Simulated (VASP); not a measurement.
Write the native input for VASP 6.6.1 that does the following.

```yaml
Task: single point
Functional: PBE
Potentials_or_basis: VASP PAW PBE potentials, release 64 (Mn_pv, V_sv, C, N)
Cutoff: 520 eV
k_mesh: 4 × 4 × 4
Occupations: gaussian, width 0.1 eV
Spin: collinear spin, ferromagnetic start
Starting_moments: "[4.0, 2.0, 0.0, 0.0, 0.0, 0.0, 0.0, 0.0, 0.0, 0.0] μB"
Dipole_correction: no
Further_INCAR_settings: ALGO = Normal; EDIFF = 1e-06; NBANDS = 46
```

The structure of MnVC4N4 lies in POSCAR:

```
MnVC4N4
1.0
    5.9053934375      0.0000000000      0.0000000000
    0.0000000000      5.9053934375      0.0000000000
    0.0000000000      0.0000000000      5.9053934375
Mn V C N
1 1 4 4
Direct
    0.0000000000      0.0000000000      0.0000000000
    0.5000000000      0.5000000000      0.5000000000
    0.1958649648      0.1958649648      0.1958649648
    0.1958649648      0.8041350352      0.8041350352
    0.8041350352      0.1958649648      0.8041350352
    0.8041350352      0.8041350352      0.1958649648
    0.3115684063      0.3115684063      0.3115684063
    0.3115684063      0.6884315937      0.6884315937
    0.6884315937      0.3115684063      0.6884315937
    0.6884315937      0.6884315937      0.3115684063
```

These files were run (other wordings do the same):

INCAR

```
SYSTEM = MnVC4N4
ALGO = Normal
EDIFF = 1E-6
ENCUT = 520
GGA = PE
ISIF = 2
ISMEAR = 0
ISPIN = 2
LASPH = .True.
LCHARG = .True.
LELF = .True.
LMAXMIX = 4
LORBIT = 11
LREAL = .False.
LVHAR = .True.
LWAVE = .False.
MAGMOM = 4 2 0 0 0 0 0 0 0 0
NBANDS = 46
NELM = 150
PREC = Accurate
SIGMA = 0.1
```

KPOINTS

```
k-points
0
Gamma
  4 4 4
  0 0 0
```

Potentials or basis: VASP PAW PBE potentials, release 64 (Mn_pv, V_sv, C, N).

The run is started by

```sh
$ cat potpaw_PBE.64/Mn_pv/POTCAR potpaw_PBE.64/V_sv/POTCAR potpaw_PBE.64/C/POTCAR potpaw_PBE.64/N/POTCAR > POTCAR
$ mpirun -np 1 vasp_std > vasp.out
```

Results of the run:

```yaml
Pressure: -0.4 GPa
Largest_force: 0.809 eV/Å
Band_gap_on_the_k_mesh: zero (filled and empty bands overlap)
Net_moment: 2.00 μB per cell
Site_moments: Mn +3.44; V -1.70; C -0.09; N +0.11 μB
Valence_electrons_inside_the_program's_atomic_spheres: Mn 11.65; V 11.52; C 2.54; N 3.92
```

Caveat: a cell with one magnetic atom can't hold antiferromagnetic order, which such compounds often take.

Wall time 5.5 min on 1 thread of Intel(R) Xeon(R) Platinum 8259CL CPU @ 2.50GHz (Skylake/Cascade Lake), on a shared host, peak memory 0.49 GiB.
